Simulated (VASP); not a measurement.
# HfN (I4mm) in VASP: notebook

HfN is run at these levels: PBE; tasks: single point.

Everything below comes from runs of VASP 6.6.1. Logs are shortened: lines on timing, memory, paths and dates and some standing lists are left out, and cuts for length are marked.

## (1) The cell of the first run

The structure is tetragonal, space group I4mm (No. 107). Conventional cell: a = 3.216 Å, b = 3.216 Å, c = 4.548 Å, α = 90.00°, β = 90.00°, γ = 90.00°. Within 2.2 Å of Hf (site symmetry 4mm) lie 1 N at 1.67 Å. Within 2.2 Å of N (site symmetry 4mm) lie 1 Hf at 1.67 Å.

## (2) Single point, PBE (atom 2 (N) moved by (+0.000, -0.600) A along [1 1 0] and z)

File INCAR:

```
SYSTEM = HfN
PREC = Accurate
ENCUT = 520
EDIFF = 1E-7
ISMEAR = 0
SIGMA = 0.15
LREAL = .False.
LASPH = .True.
NELM = 100
ALGO = Normal
ISIF = 2
LWAVE = .False.
LCHARG = .True.
GGA = PE
LELF = .True.
LVHAR = .True.
NBANDS = 14
```

File KPOINTS:

```
regular mesh
0
Gamma
  22 22 22
  0 0 0
```

File POSCAR:

```
HfN
1.0
    0.0000000000      2.2738965586      2.2738965586
    2.2738965586      0.0000000000      2.2738965586
    2.2738965586      2.2738965586      0.0000000000
Hf N
1 1
Direct
    0.0000000000      0.0000000000      0.0000000000
    0.3680678772      0.3680678772      0.6319321228
```

Potentials or basis: VASP PAW PBE potentials, release 64 (Hf_pv, N).

Command:

```console
cat potpaw_PBE.64/Hf_pv/POTCAR potpaw_PBE.64/N/POTCAR > POTCAR
mpirun -np 1 vasp_std > vasp.out
```

OUTCAR:

```text
SYSTEM = HfN
   PREC = Accurate
   ENCUT = 520
   EDIFF = 1E-7
   ISMEAR = 0
   LREAL = .False.
   LASPH = .True.
   NELM = 100
   ISIF = 2
   GGA = PE

 ion  position               nearest neighbor table
   1  0.000  0.000  0.000-   2 1.67   2 2.35   2 2.35   2 2.35   2 2.35
   2  0.368  0.368  0.632-   1 1.67   1 2.35   1 2.35   1 2.35   1 2.35

  LATTYP: Found a face centered cubic cell.
 ALAT       =     4.5477931172

  Lattice vectors:

 A1 = (   0.0000000000,   2.2738965586,   2.2738965586)
 A2 = (   2.2738965586,   0.0000000000,   2.2738965586)
 A3 = (   2.2738965586,   2.2738965586,   0.0000000000)

Analysis of symmetry for initial positions (statically):
=====================================================================
 Subroutine PRICEL returns:
 Original cell was already a primitive cell.

 Routine SETGRP: Setting up the symmetry group for a
 face centered cubic supercell.

 Subroutine GETGRP returns: Found  8 space group operations
 (whereof  8 operations were pure point group operations)
 out of a pool of 48 trial point group operations.

The static configuration has the point symmetry C_4v.

Analysis of symmetry for dynamics (positions and initial velocities):
=====================================================================
 Subroutine PRICEL returns:
 Original cell was already a primitive cell.

 Routine SETGRP: Setting up the symmetry group for a
 face centered cubic supercell.

 Subroutine GETGRP returns: Found  8 space group operations
 (whereof  8 operations were pure point group operations)
 out of a pool of 48 trial point group operations.

The dynamic configuration has the point symmetry C_4v.

 Subroutine INISYM returns: Found  8 space group operations
 (whereof  8 operations are pure point group operations),
 and found     1 'primitive' translations

----------------------------------------------------------------------------------------

                                     Primitive cell

  volume of cell :      23.5148

  direct lattice vectors                    reciprocal lattice vectors
     0.000000000  2.273896559  2.273896559    -0.219886871  0.219886871  0.219886871
     2.273896559  0.000000000  2.273896559     0.219886871 -0.219886871  0.219886871
     2.273896559  2.273896559  0.000000000     0.219886871  0.219886871 -0.219886871

  length of vectors
     3.215775353  3.215775353  3.215775353     0.380855233  0.380855233  0.380855233

  position of ions in fractional coordinates (direct lattice)
     0.000000000  0.000000000  0.000000000
     0.368067877  0.368067877  0.631932123

  ion indices of the primitive-cell ions
   primitive index   ion index
[... 87 lines left out ...]
   EMIN   =  10.00;   EMAX   =-10.00  energy-range for DOS
   EFERMI =   0.00;   METHOD = LEGACY
   ISMEAR =     0;   SIGMA  =   0.15  broadening in eV -4-tet -1-fermi 0-gaus
   EFERMI_NEDOS =   21; number of points for ismear=-14 and -15
   IALGO  =     38    algorithm
   IMIX   =      4    mixing-type and parameters
     AMIX     =   0.40;   BMIX     =  1.00
     AMIX_MAG =   1.60;   BMIX_MAG =  1.00
  volume/ion in A,a.u.               =      11.76        79.34
  Fermi-wavevector in a.u.,A,eV,Ry     =   1.409260  2.663116 27.021369  1.986015
  Thomas-Fermi vector in A             =   2.531334
   LORBIT       =      0    0 simple, 1 ext, 2 COOP (PROOUT), +10 PAW based schemes
   GGA     = PE    functional components
   LHFCALC =     F    Hartree Fock is set to
   AEXX    =    0.0000 exact exchange contribution
   IVDW    =     0    specifies the selected vdW correction
   LEPSILON=     F    determine dielectric tensor
   LRPA    =     F    only Hartree local field effects (RPA)
 non-spin polarized calculation
 Gauss-broadening in eV      SIGMA  =   0.15
  energy-cutoff  :      520.00
  volume of cell :       23.51
 maximum number of plane-waves:       645
   NGX = 11   NGY = 11   NGZ = 11

 number of electron      15.0000001 magnetization

 Free energy of the ion-electron system (eV)
  ---------------------------------------------------
  ext. energy  EPLUGINS =         0.00000000
  ---------------------------------------------------
  free energy    TOTEN  =       -18.91849726 eV

  energy without entropy =      -18.90975699  energy(sigma->0) =      -18.91412713

 E-fermi :   8.1805     XC(G=0): -12.4684

 val. band max:        8.1803332258   @ k =   0.2273   0.0455   0.2727
 cond. band min:       8.1864612471   @ k =  -0.4545   0.2727   0.1364
 fundamental gap:      0.0061280213
 Fermi energy:         8.1804774680

 k-point     1 :       0.0000    0.0000    0.0000
  band No.  band energies     occupation
      1     -23.4516      2.00000
      2     -22.5741      2.00000
      3     -22.5741      2.00000
      4      -8.9813      2.00000
      5       2.5007      2.00000
      6       2.5007      2.00000
      7       3.0461      2.00000
      8       8.1640      1.12336
      9       9.1204      0.00000
     10      10.4416      0.00000
     11      11.4785      0.00000
     12      11.4785      0.00000
     13      15.1593      0.00000
     14      17.0641      0.00000
[... 377 lines left out ...]
      1     -23.7457      2.00000
      2     -22.8693      2.00000
      3     -22.6383      2.00000
      4      -7.8117      2.00000
      5       0.7568      2.00000
      6       2.2580      2.00000
      7       3.1490      2.00000
      8       7.9634      1.95928
      9       9.6374      0.00000
     10      10.2600      0.00000
     11      12.7656      0.00000
     12      14.8974      0.00000
     13      17.1288      0.00000
     14      20.6893      0.00000

 [... further k-points ...]

------------------------ aborting loop because EDIFF is reached ----------------------------------------

  FORCE on cell =-STRESS in cart. coord.  units (eV):
  Direction    XX          YY          ZZ          XY          YZ          ZX
  --------------------------------------------------------------------------------------
  -------------------------------------------------------------------------------------
  Total        0.2372912      0.2372912     24.3302872      0.0000000     -0.0000000     -0.0000000
  in kB       16.1677726     16.1677726   1657.7372986      0.0000000     -0.0000000     -0.0000000
  external PRESSURE =     563.3576146 kB  Pullay stress =       0.0000000 kB

 VOLUME and BASIS-vectors are now :
 -----------------------------------------------------------------------------
  energy-cutoff  :      520.00
  volume of cell :       23.51
      direct lattice vectors                 reciprocal lattice vectors
     0.000000000  2.273896559  2.273896559    -0.219886871  0.219886871  0.219886871
     2.273896559  0.000000000  2.273896559     0.219886871 -0.219886871  0.219886871
     2.273896559  2.273896559  0.000000000     0.219886871  0.219886871 -0.219886871

 POSITION                                       TOTAL-FORCE (eV/Angst)
 -----------------------------------------------------------------------------------
      0.00000      0.00000      0.00000         0.000000      0.000000    -14.066091
      2.27390      2.27390      1.67390         0.000000      0.000000     14.066091
 -----------------------------------------------------------------------------------
    total drift:                                0.000001      0.000001     -0.000114

  FREE ENERGIE OF THE ION-ELECTRON SYSTEM (eV)
  ---------------------------------------------------
  free  energy   TOTEN  =       -18.9184972594 eV

  energy  without entropy=      -18.9097569922  energy(sigma->0) =      -18.91412713
```

OSZICAR:

```text
N       E                     dE             d eps       ncg     rms          rms(c)
DAV:   1     0.433557558066E+02    0.43356E+02   -0.78385E+03 23400   0.101E+03
DAV:   2    -0.202304935916E+02   -0.63586E+02   -0.59512E+02 30620   0.241E+02
DAV:   3    -0.222855342801E+02   -0.20550E+01   -0.20472E+01 27050   0.364E+01
DAV:   4    -0.222936657441E+02   -0.81315E-02   -0.81303E-02 28786   0.266E+00
DAV:   5    -0.222937279200E+02   -0.62176E-04   -0.62175E-04 27064   0.196E-01    0.783E+01
DAV:   6    -0.190014986852E+02    0.32922E+01   -0.97932E+00 26890   0.261E+01    0.465E+01
DAV:   7    -0.189376264610E+02    0.63872E-01   -0.63053E-01 24806   0.697E+00    0.240E+01
DAV:   8    -0.189218077993E+02    0.15819E-01   -0.57631E-02 28980   0.229E+00    0.341E+00
DAV:   9    -0.189186976978E+02    0.31101E-02   -0.10234E-02 26306   0.839E-01    0.183E+00
DAV:  10    -0.189185841406E+02    0.11356E-03   -0.17467E-03 29274   0.394E-01    0.551E-01
DAV:  11    -0.189184965186E+02    0.87622E-04   -0.28118E-04 28254   0.160E-01    0.107E-01
DAV:  12    -0.189184975244E+02   -0.10057E-05   -0.13530E-05 28692   0.298E-02    0.721E-02
DAV:  13    -0.189184973136E+02    0.21076E-06   -0.17373E-06 27486   0.126E-02    0.501E-03
DAV:  14    -0.189184972594E+02    0.54203E-07   -0.14746E-07 21852   0.365E-03
   1 F= -.18918497E+02 E0= -.18914127E+02  d E =-.874027E-02
```

Run time: 2.9 min. Hardware: 1 thread of Intel Xeon 8259CL, shared host; peak memory 0.38 GiB.

What came out:

- Free energy: -18.9185 eV
- Pressure: 56.3 GPa
- Largest force: 14.066 eV/Å
- Band gap on the k mesh: zero (an odd number of electrons rules out a gap without spin polarisation)

Forces on the atoms (eV/Å):
```
Hf    0.000   0.000 -14.066
N     0.000   0.000  14.066
```

Levels at points of the mesh, in eV from the Fermi level:
| k point | band 5 | band 6 | band 7 | band 8 | band 9 | band 10 | band 11 | band 12 |
| --- | --- | --- | --- | --- | --- | --- | --- | --- |
| (0.00, 0.00, 0.00) | -5.68 | -5.68 | -5.13 | -0.02 | 0.94 | 2.26 | 3.30 | 3.30 |
| (0.50, 0.00, 0.00) | -8.59 | -6.20 | -5.71 | 1.36 | 3.34 | 4.41 | 5.28 | 5.52 |
| (0.50, 0.50, 0.00) | -4.23 | -4.04 | -4.04 | -3.64 | 0.67 | 4.59 | 5.34 | 5.34 |
| (0.00, 0.50, 0.50) | -7.58 | -5.62 | -4.10 | 1.25 | 3.17 | 5.13 | 5.59 | 5.91 |

Caveat: the cell differs from its parent crystal (atom 2 (N) moved by (+0.000, -0.600) A along [1 1 0] and z); the cell stands under pressure; spin-orbit coupling is left out, which moves the levels of the heavy elements; forces of over 1 eV/Å act on the atoms, so gaps and moduli don't describe the material at rest.

## (3) Single point, PBE (atom 2 (N) moved by (+0.000, -0.300) A along [1 1 0] and z)

File INCAR:

```
SYSTEM = HfN
PREC = Accurate
ENCUT = 520
EDIFF = 1E-6
ISMEAR = 0
SIGMA = 0.15
LREAL = .FALSE.
LASPH = .TRUE.
NELM = 100
ALGO = Normal
ISIF = 2
LWAVE = .FALSE.
LCHARG = .FALSE.
GGA = PE
NBANDS = 14
```

File KPOINTS:

```
regular mesh
0
G
  22 22 22
  0 0 0
```

Changes to POSCAR since step 2:

```diff
@@ -9,2 +9,2 @@
     0.0000000000      0.0000000000      0.0000000000
-    0.3680678772      0.3680678772      0.6319321228
+    0.4340339386      0.4340339386      0.5659660614
```

Potentials or basis: VASP PAW PBE potentials, release 64 (Hf_pv, N).

Command:

```console
cat potpaw_PBE.64/Hf_pv/POTCAR potpaw_PBE.64/N/POTCAR > POTCAR
mpirun -np 1 vasp_std > vasp.out
```

Wall time 4.8 min (1 thread of Intel Xeon 8259CL, shared host); peak memory 0.39 GiB.

Results (log left out):

- Free energy: -21.2318 eV
- Pressure: 9.9 GPa
- Largest force: 3.854 eV/Å
- Band gap on the k mesh: zero (an odd number of electrons rules out a gap without spin polarisation)

Forces in eV/Å, atoms in the order of the input:
```
Hf   0.000  0.000 -3.854
N    0.000  0.000  3.854
```

Stress tensor (GPa, compression positive):
```
-1.19  0.00  0.00
 0.00 -1.19  0.00
 0.00  0.00 32.15
```

Levels at points of the mesh, in eV from the Fermi level:
| k point | band 6 | band 7 | band 8 | band 9 | band 10 | band 11 |
| --- | --- | --- | --- | --- | --- | --- |
| (0.00, 0.00, 0.00) | -3.92 | -3.87 | -0.16 | 1.00 | 1.00 | 1.50 |
| (0.50, 0.00, 0.00) | -5.98 | -5.86 | 2.73 | 3.31 | 3.90 | 4.67 |
| (0.50, 0.50, 0.00) | -3.66 | -3.66 | -3.61 | 4.13 | 4.25 | 5.45 |
| (0.00, 0.50, 0.50) | -5.39 | -3.82 | -1.30 | 4.46 | 4.95 | 5.46 |

Caveat: the cell differs from its parent crystal (atom 2 (N) moved by (+0.000, -0.300) A along [1 1 0] and z); the cell stands under pressure; spin-orbit coupling is left out, which moves the levels of the heavy elements; forces of over 1 eV/Å act on the atoms, so gaps and moduli don't describe the material at rest.
